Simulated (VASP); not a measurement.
Write the native input for VASP 6.6.1 that does the following.

| Item | Value |
| --- | --- |
| Task | relaxation of cell and atoms |
| Functional | LDA |
| Potentials or basis | VASP PAW LDA potentials, release 64 (Ti_sv, N) |
| Cutoff | 600 eV |
| k mesh | 14 × 14 × 14 |
| Occupations | gaussian, width 0.1 eV |
| Spin | no spin polarisation |
| Dipole correction | no |
| Further INCAR settings | ALGO = Normal; EDIFF = 1e-07; IBRION = 2; EDIFFG = -0.002; NSW = 100; ISIF = 3 |

The structure of TiN (dq13) lies in POSCAR:

```
TiN
1.0
    0.0000000000      2.0862956343      2.0862956343
    2.0862956343      0.0000000000      2.0862956343
    2.0862956343      2.0862956343      0.0000000000
Ti N
1 1
Direct
    0.0000000000      0.0000000000      0.0000000000
    0.5000000000      0.5000000000      0.5000000000
```

One way to write it, as run:

INCAR

```
SYSTEM = TiN
ALGO = Normal
EDIFF = 1E-7
EDIFFG = -0.002
ENCUT = 600
GGA_COMPAT = .False.
IBRION = 2
ISIF = 3
ISMEAR = 0
LASPH = .True.
LCHARG = .False.
LREAL = .False.
LWAVE = .False.
NELM = 120
NELMIN = 4
NSW = 100
PREC = Accurate
SIGMA = 0.1
```

KPOINTS

```
k-points
0
Gamma
  14 14 14
  0 0 0
```

Potentials or basis: VASP PAW LDA potentials, release 64 (Ti_sv, N).

Run with:

```console
$ cat potpaw_LDA.64/Ti_sv/POTCAR potpaw_LDA.64/N/POTCAR > POTCAR
$ mpirun -np 1 vasp_std > vasp.out
```

It gave:

* Relaxed volume: 9.10 Å³/atom
* Relaxed cell: a = 2.953 Å, b = 2.953 Å, c = 2.953 Å, α = 60.00°, β = 60.00°, γ = 60.00°
* Space group after relaxing (to 0.05 Å): Fm-3m (No. 225)
* Energy gained by relaxing: 0.1 meV/atom
* Ionic steps: 3
* Pressure after relaxing: 0.0 GPa

Run time: 37 s on 1 thread of Intel Xeon 6975P-C, with other jobs on the host, peak memory 0.16 GiB.
